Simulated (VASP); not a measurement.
# Zr2SeS2 (P4/mmm) in VASP: a series of runs, part 3 of 3

VASP 6.6.1.

### 6 Single point, PBE, collinear spin

Input file INCAR:

```
SYSTEM = Zr2SeS2
  ALGO = Normal
  EDIFF = 1E-6
  ENCUT = 520
  GGA = PE
  ISIF = 2
  ISMEAR = 0
  ISPIN = 2
  LASPH = .TRUE.
  LCHARG = .FALSE.
  LMAXMIX = 4
  LORBIT = 11
  LREAL = .FALSE.
  LWAVE = .FALSE.
  MAGMOM = 1 1 0 0 0
  NBANDS = 33
  NELM = 150
  PREC = Accurate
  SIGMA = 0.1
```

Input file KPOINTS:

```
k-points
0
G
  4 4 4
  0 0 0
```

Input file POSCAR:

```
Zr2SeS2
1.0
    5.0335838534      0.0000000000      0.0000000000
    0.0000000000      5.0335838534      0.0000000000
    0.0000000000      0.0000000000      4.6345949666
Zr Se S
2 1 2
Direct
    0.0000000000      0.5000000000      0.0000000000
    0.5000000000      0.0000000000      0.0000000000
    0.5000000000      0.5000000000      0.0000000000
    0.5000000000      0.5000000000      0.5000000000
    0.0000000000      0.0000000000      0.5000000000
```

Potentials or basis: VASP PAW PBE potentials, release 64 (Zr_sv, Se, S).

On the command line:

```console
$ cat potpaw_PBE.64/Zr_sv/POTCAR potpaw_PBE.64/Se/POTCAR potpaw_PBE.64/S/POTCAR > POTCAR
$ mpirun -np 1 vasp_std > vasp.out
```

OUTCAR:

```text
SYSTEM = Zr2SeS2
   EDIFF = 1E-6
   ENCUT = 520
   GGA = PE
   ISIF = 2
   ISMEAR = 0
   ISPIN = 2
   LASPH = .TRUE.
   LORBIT = 11
   LREAL = .FALSE.
   NELM = 150
   PREC = Accurate

 ion  position               nearest neighbor table
   1  0.000  0.500  0.000-   3 2.52   3 2.52   2 3.56   2 3.56   2 3.56   2 3.56
   2  0.500  0.000  0.000-   3 2.52   3 2.52   1 3.56   1 3.56   1 3.56   1 3.56
   3  0.500  0.500  0.000-   4 2.32   4 2.32   1 2.52   2 2.52   2 2.52   1 2.52
   4  0.500  0.500  0.500-   3 2.32   3 2.32
   5  0.000  0.000  0.500-

  LATTYP: Found a simple tetragonal cell.
 ALAT       =     5.0335838534
 C/A-ratio  =     0.9207346300

  Lattice vectors:

 A1 = (   5.0335838534,   0.0000000000,   0.0000000000)
 A2 = (   0.0000000000,   5.0335838534,   0.0000000000)
 A3 = (   0.0000000000,   0.0000000000,   4.6345949666)

Analysis of symmetry for initial positions (statically):
=====================================================================
 Subroutine PRICEL returns:
 Original cell was already a primitive cell.

 Routine SETGRP: Setting up the symmetry group for a
 simple tetragonal supercell.

 Subroutine GETGRP returns: Found 16 space group operations
 (whereof 16 operations were pure point group operations)
 out of a pool of 16 trial point group operations.

The static configuration has the point symmetry D_4h.

Analysis of symmetry for dynamics (positions and initial velocities):
=====================================================================
 Subroutine PRICEL returns:
 Original cell was already a primitive cell.

 Routine SETGRP: Setting up the symmetry group for a
 simple tetragonal supercell.

 Subroutine GETGRP returns: Found 16 space group operations
 (whereof 16 operations were pure point group operations)
 out of a pool of 16 trial point group operations.

The dynamic configuration has the point symmetry D_4h.

Analysis of structural, dynamic, and magnetic symmetry:
[... 161 lines left out ...]
 val. band max:        6.6616508999   @ k =   0.0000   0.0000   0.0000
 cond. band min:       6.6924909029   @ k =   0.5000   0.2500   0.0000
 fundamental gap:      0.0308400030
 Fermi energy:         6.6682632820

 spin component 1

 k-point     1 :       0.0000    0.0000    0.0000
  band No.  band energies     occupation
      1     -43.5819      1.00000
      2     -43.5541      1.00000
      3     -21.7661      1.00000
      4     -21.7285      1.00000
      5     -21.6839      1.00000
      6     -21.6839      1.00000
[... 637 lines left out ...]
     32      13.3888      0.00000
     33      13.8342      0.00000
 Fermi energy:         6.6682632820

 spin component 2

 k-point     1 :       0.0000    0.0000    0.0000
  band No.  band energies     occupation
      1     -43.5813      1.00000
      2     -43.5535      1.00000
      3     -21.7653      1.00000
      4     -21.7277      1.00000
      5     -21.6832      1.00000
      6     -21.6832      1.00000
[... 637 lines left out ...]
     32      13.3894      0.00000
     33      13.8347      0.00000

------------------------ aborting loop because EDIFF is reached ----------------------------------------

  FORCE on cell =-STRESS in cart. coord.  units (eV):
  Direction    XX          YY          ZZ          XY          YZ          ZX
  --------------------------------------------------------------------------------------
  -------------------------------------------------------------------------------------
  Total        0.1250736      0.1250736     -0.0189645      0.0000000      0.0000000     -0.0000000
  in kB        1.7065140      1.7065140     -0.2587533      0.0000000      0.0000000     -0.0000000
  external PRESSURE =       1.0514249 kB  Pullay stress =       0.0000000 kB

 VOLUME and BASIS-vectors are now :
 -----------------------------------------------------------------------------
  energy-cutoff  :      520.00
  volume of cell :      117.43
      direct lattice vectors                 reciprocal lattice vectors
     5.033583853  0.000000000  0.000000000     0.198665609  0.000000000  0.000000000
     0.000000000  5.033583853  0.000000000     0.000000000  0.198665609  0.000000000
     0.000000000  0.000000000  4.634594967     0.000000000  0.000000000  0.215768585

 POSITION                                       TOTAL-FORCE (eV/Angst)
 -----------------------------------------------------------------------------------
      0.00000      2.51679      0.00000         0.000000      0.000000      0.000000
      2.51679      0.00000      0.00000         0.000000      0.000000      0.000000
      2.51679      2.51679      0.00000         0.000000      0.000000      0.000000
      2.51679      2.51679      2.31730         0.000000      0.000000      0.000000
      0.00000      0.00000      2.31730         0.000000      0.000000      0.000000
 -----------------------------------------------------------------------------------
    total drift:                                0.000000      0.000000     -0.000000

  FREE ENERGIE OF THE ION-ELECTRON SYSTEM (eV)
  ---------------------------------------------------
  free  energy   TOTEN  =       -27.9120318809 eV

  energy  without entropy=      -27.8825592447  energy(sigma->0) =      -27.89729556

 total charge

# of ion       s       p       d       tot
------------------------------------------
    1        2.119   5.947   1.621   9.687
    2        2.119   5.947   1.621   9.687
    3        1.471   2.471   0.191   4.133
    4        1.410   2.240   0.000   3.651
    5        1.364   2.203   0.000   3.567
--------------------------------------------------
tot          8.483  18.808   3.432  30.724

 magnetization (x)

# of ion       s       p       d       tot
------------------------------------------
    1        0.000   0.000   0.001   0.001
    2        0.000   0.000   0.001   0.001
    3       -0.000  -0.000   0.000  -0.000
    4        0.000  -0.000   0.000  -0.000
    5        0.000  -0.000   0.000  -0.000
--------------------------------------------------
tot          0.000  -0.000   0.002   0.002
```

stdout:

```text
POSCAR found type information on POSCAR ZrSeS
 POSCAR found :  3 types and       5 ions
 scaLAPACK will be used
 LDA part: xc-table for (Slater+PW92), standard interpolation
 POSCAR, INCAR and KPOINTS ok, starting setup
 FFT: planning ... GRIDC
 FFT: planning ... GRID_SOFT
 FFT: planning ... GRID
 WAVECAR not read
 entering main loop
```

Wall time 1.9 min (1 thread of AMD EPYC 9R45 (Zen 5), shared host); peak memory 0.3 GiB.

Results:

```yaml
Free_energy: -27.9120 eV
Pressure: 0.1 GPa
Band_gap_on_the_k_mesh: zero (filled and empty bands overlap)
Net_moment: 0.00 μB per cell
Valence_electrons_inside_the_program's_atomic_spheres: Zr 9.69; Se 4.13; S 3.65, 3.57
```

Levels at points of the mesh, in eV from the Fermi level:
Spin up:
```csv
k point,band 19,band 20,band 21,band 22,band 23,band 24
"(0.00, 0.00, 0.00)",-1.52,-0.99,-0.99,-0.93,-0.93,-0.40
"(0.50, 0.00, 0.00)",-1.53,-0.59,-0.38,-0.15,0.42,0.45
"(0.50, 0.50, 0.00)",-1.46,0.44,0.44,0.94,1.09,1.42
"(0.00, 0.00, 0.50)",-1.98,-1.98,-1.61,0.54,0.74,1.36
"(0.50, 0.00, 0.50)",-2.24,-2.16,-0.82,0.49,0.80,0.81
"(0.50, 0.50, 0.50)",-1.23,-1.23,-0.48,-0.48,0.11,0.79
```
Spin down:
```tsv
k point	band 17	band 18	band 19	band 20	band 21	band 22	band 23	band 24	band 25	band 26
(0.00, 0.00, 0.00)	-2.30	-2.11	-1.52	-0.99	-0.99	-0.93	-0.93	-0.39	-0.01	0.56
(0.50, 0.00, 0.00)	-2.86	-2.83	-1.53	-0.59	-0.38	-0.15	0.42	0.45	0.98	1.60
(0.50, 0.50, 0.00)	-3.23	-1.46	-1.46	0.44	0.44	0.95	1.09	1.42	1.60	1.87
(0.00, 0.00, 0.50)	-2.52	-2.00	-1.97	-1.97	-1.61	0.54	0.74	1.36	1.36	1.48
(0.50, 0.00, 0.50)	-2.96	-2.78	-2.24	-2.16	-0.82	0.49	0.80	0.81	1.44	1.45
(0.50, 0.50, 0.50)	-2.57	-1.74	-1.23	-1.23	-0.48	-0.48	0.11	0.79	0.97	0.97
```

### 7 The runs side by side

| task | spin | cell | k mesh | cutoff (eV) | gap on the mesh (eV) | pressure (GPa) |
| --- | --- | --- | --- | --- | --- | --- |
| single point | off | a = 5.034, b = 5.034, c = 4.635 Å, 5 atoms | 4 × 4 × 4 | 520 | none | 0.1 |
| single point | off | a = 4.223, b = 4.223, c = 7.165 Å, 5 atoms | 4 × 4 × 4 | 520 | none | 37.0 |
| single point | off | a = 5.025, b = 5.025, c = 4.687 Å, 5 atoms | 8 × 8 × 8 | 520 | none | 0.1 |
| relaxation of cell and atoms | off | relaxed from a = 4.223, b = 4.223, c = 7.165 Å, 5 atoms | 4 × 4 × 4 | 600 | - | 0.1 |
| single point | collinear | a = 5.034, b = 5.034, c = 4.635 Å, 5 atoms | 4 × 4 × 4 | 520 | none | 0.1 |

Alike in all rows: level PBE; potentials or basis VASP PAW PBE potentials, release 64 (Zr_sv, Se, S); smearing gaussian 0.1 eV.

Caveats: some runs use coarse meshes; this functional lacks dispersion, which binds the layers, so the pressure and a relaxed spacing across them are unreliable (at least some runs); the highest band is partly filled, so the run has too few bands (at least some runs); a cell axis changed by over 15 % at a fixed basis, so the end point is rough (at least some runs).

Total energies depend on the potentials used, so only differences within one code and one set of settings carry meaning.
